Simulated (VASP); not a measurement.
# LiF (P6_3mc) in VASP: notebook, part 2 of 2

VASP 6.6.1.

### 4 Single point, PBE (volume 12.029 Å^3 an atom, c/a of the conventional cell 1.6656)

INCAR

```
ALGO = Normal ; EDIFF = 1E-7
ENCUT = 520 ; GGA = PE
ISIF = 2 ; ISMEAR = 0
LASPH = True ; LCHARG = False
LREAL = False ; LWAVE = False
NBANDS = 18 ; NELM = 80
PREC = Accurate ; SIGMA = 0.05
```

KPOINTS

```
k-points
0
Gamma
  9 9 6
```

POSCAR

```
LiF
1.0
    3.2190623661      0.0000000000      0.0000000000
   -1.6095311830      2.7877897854      0.0000000000
    0.0000000000      0.0000000000      5.3616702769
Li F
2 2
Direct
    0.3333333333      0.6666666667      0.3810713234
    0.6666666667      0.3333333333      0.8810713234
    0.3333333333      0.6666666667      0.9939266766
    0.6666666667      0.3333333333      0.4939266766
```

Potentials or basis: VASP PAW PBE potentials, release 64 (Li_sv, F).

Run with:

```bash
$ cat potpaw_PBE.64/Li_sv/POTCAR potpaw_PBE.64/F/POTCAR > POTCAR
$ mpirun -np 1 vasp_std > vasp.out
```

OUTCAR:

```text
EDIFF = 1E-7
   ENCUT = 520
   GGA = PE
   ISIF = 2
   ISMEAR = 0
   LASPH = True
   LREAL = False
   NELM = 80
   PREC = Accurate

 ion  position               nearest neighbor table
   1  0.333  0.667  0.381-   4 1.95   4 1.95   4 1.95   3 2.08
   2  0.667  0.333  0.881-   3 1.95   3 1.95   3 1.95   4 2.08
   3  0.333  0.667  0.994-   2 1.95   2 1.95   2 1.95   1 2.08
   4  0.667  0.333  0.494-   1 1.95   1 1.95   1 1.95   2 2.08

  LATTYP: Found a hexagonal cell.
 ALAT       =     3.2190623661
 C/A-ratio  =     1.6656000000

  Lattice vectors:

 A1 = (   3.2190623661,   0.0000000000,   0.0000000000)
 A2 = (  -1.6095311830,   2.7877897854,   0.0000000000)
 A3 = (   0.0000000000,   0.0000000000,   5.3616702769)

Analysis of symmetry for initial positions (statically):
=====================================================================
 Subroutine PRICEL returns:
 Original cell was already a primitive cell.

 Routine SETGRP: Setting up the symmetry group for a
 hexagonal supercell.

 Subroutine GETGRP returns: Found 12 space group operations
 (whereof  6 operations were pure point group operations)
 out of a pool of 24 trial point group operations.

The static configuration has the point symmetry C_3v.
 The point group associated with its full space group is C_6v.

Analysis of symmetry for dynamics (positions and initial velocities):
=====================================================================
 Subroutine PRICEL returns:
 Original cell was already a primitive cell.

 Routine SETGRP: Setting up the symmetry group for a
 hexagonal supercell.

 Subroutine GETGRP returns: Found 12 space group operations
 (whereof  6 operations were pure point group operations)
 out of a pool of 24 trial point group operations.

The dynamic configuration has the point symmetry C_3v.
 The point group associated with its full space group is C_6v.

 Subroutine INISYM returns: Found 12 space group operations
 (whereof  6 operations are pure point group operations),
 and found     1 'primitive' translations

----------------------------------------------------------------------------------------

                                     Primitive cell

  volume of cell :      48.1160

  direct lattice vectors                    reciprocal lattice vectors
     3.219062366  0.000000000  0.000000000     0.310649464  0.179353552  0.000000000
    -1.609531183  2.787789785  0.000000000     0.000000000  0.358707104  0.000000000
     0.000000000  0.000000000  5.361670277     0.000000000  0.000000000  0.186509044

  length of vectors
     3.219062366  3.219062366  5.361670277     0.358707104  0.358707104  0.186509044

  position of ions in fractional coordinates (direct lattice)
     0.333333333  0.666666667  0.381071323
     0.666666667  0.333333333  0.881071323
     0.333333333  0.666666667  0.993926677
     0.666666667  0.333333333  0.493926677

  ion indices of the primitive-cell ions
   primitive index   ion index
                 1           1
                 2           2
                 3           3
                 4           4

----------------------------------------------------------------------------------------

 KPOINTS: k-points

Automatic generation of k-mesh.
 Grid dimensions read from file:
 generate k-points for:    9    9    6

 Generating k-lattice:

  Cartesian coordinates                     Fractional coordinates (reciprocal lattice)
     0.034516607  0.019928172  0.000000000     0.111111111  0.000000000  0.000000000
     0.000000000  0.039856345  0.000000000     0.000000000  0.111111111  0.000000000
     0.000000000  0.000000000  0.031084841     0.000000000  0.000000000  0.166666667

  Length of vectors
     0.039856345  0.039856345  0.031084841

  Shift w.r.t. Gamma in fractional coordinates (k-lattice)
     0.000000000  0.000000000  0.000000000

 Subroutine IBZKPT returns following result:
 ===========================================

 Found     48 irreducible k-points:

 Following reciprocal coordinates:
            Coordinates               Weight
  0.000000  0.000000  0.000000      1.000000
  0.111111  0.000000  0.000000      6.000000
  0.222222  0.000000  0.000000      6.000000
  0.333333  0.000000  0.000000      6.000000
  0.444444  0.000000  0.000000      6.000000
  0.111111  0.111111  0.000000      6.000000
[... 16 lines left out ...]
  0.333333  0.222222  0.166667     24.000000
  0.333333  0.333333  0.166667      4.000000
 [... further k-points ...]
   k-points           NKPTS =     48   k-points in BZ     NKDIM =     48   number of bands    NBANDS=     18
   number of dos      NEDOS =    301   number of ions     NIONS =      4
   total plane-waves  NPLWV =  23040
   dimension x,y,z NGX =    24 NGY =   24 NGZ =   40
   dimension x,y,z NGXF=    48 NGYF=   48 NGZF=   80
   ions per type =               2   2
   NGX,Y,Z   is equivalent  to a cutoff of  12.39, 12.39, 12.40 a.u.
   NGXF,Y,Z  is equivalent  to a cutoff of  24.79, 24.79, 24.81 a.u.
 SYSTEM =  unknown system
   PREC   = accura    normal or accurate (medium, high low for compatibility)
   ISTART =      0    job   : 0-new  1-cont  2-samecut
   ICHARG =      2    charge: 1-file 2-atom 10-const
   ISPIN  =      1    spin polarized calculation?
   LNONCOLLINEAR =      F non collinear calculations
   LSORBIT =      F    spin-orbit coupling
   LASPH  =      T    aspherical Exc in radial PAW
   ENCUT  =  520.0 eV  38.22 Ry    6.18 a.u.   5.99  5.99  9.97*2*pi/ulx,y,z
   NELM   =     80;   NELMIN=  2; NELMDL= -5     # of ELM steps
   EDIFF  = 0.1E-06   stopping-criterion for ELM
   LREAL  =      F    real-space projection
   EDIFFG = 0.1E-05   stopping-criterion for IOM
   NSW    =      0    number of steps for IOM
   IBRION =     -1    ionic relax: 0-MD 1-quasi-New 2-CG
   NFREE  =      0    steps in history (QN), initial steepest desc. (CG)
   ISIF   =      2    stress and relaxation
   ISYM   =      2    0-nonsym 1-usesym 2-fastsym
   POTIM  = 0.5000    time-step for ionic-motion
   TEBEG  =    0.0;   TEEND  =   0.0 temperature during run
   PSTRESS=    0.0 pullay stress
   NELECT =      20.0000    total number of electrons
   NUPDOWN=      -1.0000    fix difference up-down
   EMIN   =  10.00;   EMAX   =-10.00  energy-range for DOS
   EFERMI =   0.00;   METHOD = LEGACY
   ISMEAR =     0;   SIGMA  =   0.05  broadening in eV -4-tet -1-fermi 0-gaus
   EFERMI_NEDOS =   21; number of points for ismear=-14 and -15
   IALGO  =     38    algorithm
   IMIX   =      4    mixing-type and parameters
     AMIX     =   0.40;   BMIX     =  1.00
     AMIX_MAG =   1.60;   BMIX_MAG =  1.00
  volume/ion in A,a.u.               =      12.03        81.18
  Fermi-wavevector in a.u.,A,eV,Ry     =   1.221767  2.308804 20.309609  1.492714
  Thomas-Fermi vector in A             =   2.356937
   LORBIT       =      0    0 simple, 1 ext, 2 COOP (PROOUT), +10 PAW based schemes
   GGA     = PE    functional components
   LHFCALC =     F    Hartree Fock is set to
   AEXX    =    0.0000 exact exchange contribution
   IVDW    =     0    specifies the selected vdW correction
   LEPSILON=     F    determine dielectric tensor
   LRPA    =     F    only Hartree local field effects (RPA)
 non-spin polarized calculation
 Gauss-broadening in eV      SIGMA  =   0.05
  energy-cutoff  :      520.00
  volume of cell :       48.12
 maximum number of plane-waves:      1314
 NGX is ok and might be reduce to    24
   NGX = 11   NGY = 11   NGZ = 19

 number of electron      20.0000042 magnetization

 Free energy of the ion-electron system (eV)
  ---------------------------------------------------
  ext. energy  EPLUGINS =         0.00000000
  ---------------------------------------------------
  free energy    TOTEN  =       -19.15924981 eV

  energy without entropy =      -19.15924981  energy(sigma->0) =      -19.15924981

 E-fermi :  -3.0102     XC(G=0):  -8.0151

 val. band max:       -3.2969747360   @ k =   0.0000   0.0000   0.0000
 cond. band min:       3.6249688457   @ k =   0.0000   0.0000   0.0000
 fundamental gap:      6.9219435817
 Fermi energy:        -3.0101760136

 k-point     1 :       0.0000    0.0000    0.0000
  band No.  band energies     occupation
      1     -44.2617      2.00000
      2     -44.2482      2.00000
      3     -22.3912      2.00000
      4     -22.2577      2.00000
      5      -4.8825      2.00000
      6      -3.5294      2.00000
[... 10 lines left out ...]
     17      15.0071      0.00000
     18      15.0071      0.00000
[... 466 lines left out ...]
      2     -44.2421      2.00000
      3     -22.2353      2.00000
      4     -22.2353      2.00000
      5      -4.7202      2.00000
      6      -4.1631      2.00000
[... 10 lines left out ...]
     17      13.6554      0.00000
     18      15.5816      0.00000

 [... further k-points ...]
[... 5 lines left out ...]
  --------------------------------------------------------------------------------------
  -------------------------------------------------------------------------------------
  Total       -1.4680175     -1.4680175     -2.1951436     -0.0000000      0.0000000      0.0000000
  in kB      -48.8823758    -48.8823758    -73.0943842     -0.0000000      0.0000000      0.0000000
  external PRESSURE =     -56.9530453 kB  Pullay stress =       0.0000000 kB

 VOLUME and BASIS-vectors are now :
 -----------------------------------------------------------------------------
  energy-cutoff  :      520.00
  volume of cell :       48.12
      direct lattice vectors                 reciprocal lattice vectors
     3.219062366  0.000000000  0.000000000     0.310649464  0.179353552  0.000000000
    -1.609531183  2.787789785  0.000000000     0.000000000  0.358707104  0.000000000
     0.000000000  0.000000000  5.361670277     0.000000000  0.000000000  0.186509044

 POSITION                                       TOTAL-FORCE (eV/Angst)
 -----------------------------------------------------------------------------------
     -0.00000      1.85853      2.04318        -0.000000      0.000000     -0.051400
      1.60953      0.92926      4.72401         0.000000     -0.000000     -0.051400
     -0.00000      1.85853      5.32911        -0.000000     -0.000000      0.051400
      1.60953      0.92926      2.64827         0.000000     -0.000000      0.051400
 -----------------------------------------------------------------------------------
    total drift:                                0.000001      0.000002      0.001008

  FREE ENERGIE OF THE ION-ELECTRON SYSTEM (eV)
  ---------------------------------------------------
  free  energy   TOTEN  =       -19.1592498073 eV

  energy  without entropy=      -19.1592498073  energy(sigma->0) =      -19.15924981
```

OSZICAR:

```text
N       E                     dE             d eps       ncg     rms          rms(c)
DAV:   1     0.125558260992E+03    0.12556E+03   -0.10574E+04  1728   0.118E+03
DAV:   2    -0.937713911285E+01   -0.13494E+03   -0.13182E+03  1958   0.295E+02
DAV:   3    -0.205052855554E+02   -0.11128E+02   -0.11070E+02  3288   0.640E+01
DAV:   4    -0.206469076495E+02   -0.14162E+00   -0.14148E+00  2206   0.771E+00
DAV:   5    -0.206482365644E+02   -0.13289E-02   -0.13286E-02  2330   0.729E-01    0.744E+00
DAV:   6    -0.190928967285E+02    0.15553E+01   -0.45791E+00  1826   0.154E+01    0.251E+00
DAV:   7    -0.191154371363E+02   -0.22540E-01   -0.12570E-01  1878   0.238E+00    0.156E+00
DAV:   8    -0.191582413475E+02   -0.42804E-01   -0.74098E-02  1936   0.261E+00    0.381E-01
DAV:   9    -0.191575530380E+02    0.68831E-03   -0.74239E-03  2390   0.715E-01    0.114E-01
DAV:  10    -0.191592659512E+02   -0.17129E-02   -0.23909E-03  1866   0.317E-01    0.655E-02
DAV:  11    -0.191592452667E+02    0.20685E-04   -0.10077E-04  2432   0.879E-02    0.119E-02
DAV:  12    -0.191592490645E+02   -0.37978E-05   -0.12062E-05  1872   0.240E-02    0.336E-03
DAV:  13    -0.191592493225E+02   -0.25794E-06   -0.93550E-07  2318   0.758E-03    0.687E-04
DAV:  14    -0.191592498541E+02   -0.53167E-06   -0.49464E-08  1480   0.206E-03    0.560E-04
DAV:  15    -0.191592498073E+02    0.46824E-07   -0.30555E-08  1042   0.136E-03
   1 F= -.19159250E+02 E0= -.19159250E+02  d E =-.313527E-18
```

stdout:

```text
POSCAR found type information on POSCAR LiF
 POSCAR found :  2 types and       4 ions
 scaLAPACK will be used
 LDA part: xc-table for (Slater+PW92), standard interpolation
 POSCAR, INCAR and KPOINTS ok, starting setup
 FFT: planning ... GRIDC
 FFT: planning ... GRID_SOFT
 FFT: planning ... GRID
 WAVECAR not read
 entering main loop
```

It took 42 s on 1 thread of Intel Xeon Platinum 8124M at 3.00GHz (Skylake/Cascade Lake), shared host; peak memory 0.17 GiB.

What came out:

```
Free energy            : -19.1592 eV
Largest force          : 0.051 eV/Å
Band gap on the k mesh : 6.92 eV, direct
```

Forces in eV/Å, atoms in the order of the input:
```
Li   0.000  0.000 -0.051
Li   0.000  0.000 -0.051
F    0.000  0.000  0.051
F    0.000  0.000  0.051
```

Levels at points of the mesh, in eV from the valence-band top:
```csv
k point,band 7,band 8,band 9,band 10,band 11,band 12,band 13,band 14
"(0.00, 0.00, 0.00)",-0.23,-0.05,-0.05,0.00,6.92,10.66,13.24,17.59
"(0.00, 0.00, 0.50)",-0.14,-0.14,-0.14,-0.14,8.40,8.40,15.57,15.57
```

Caveat: the cutoff is under 1.25 times the usual one of these potentials, so pressure, stress and relaxed cells hold a basis-set (Pulay) error.

### 5 Summary

```csv
cell,gap on the mesh (eV),largest force (eV/Å)
"a = 3.155, b = 3.155, c = 5.582 Å, angles 90.0, 90.0, 120.0°, 4 atoms",6.91,0.04
"a = 3.351, b = 3.351, c = 4.948 Å, angles 90.0, 90.0, 120.0°, 4 atoms",6.84,0.08
"a = 3.219, b = 3.219, c = 5.362 Å, angles 90.0, 90.0, 120.0°, 4 atoms",6.92,0.05
```

Alike in all rows: task single point; level PBE; potentials or basis VASP PAW PBE potentials, release 64 (Li_sv, F); no spin polarisation; k mesh 9 × 9 × 6; cutoff (eV) 520; smearing gaussian 0.05 eV.

Caveats: the cutoff is under 1.25 times the usual one of these potentials, so pressure, stress and relaxed cells hold a basis-set (Pulay) error.

Absolute energies hang on the potentials; compare differences alone.
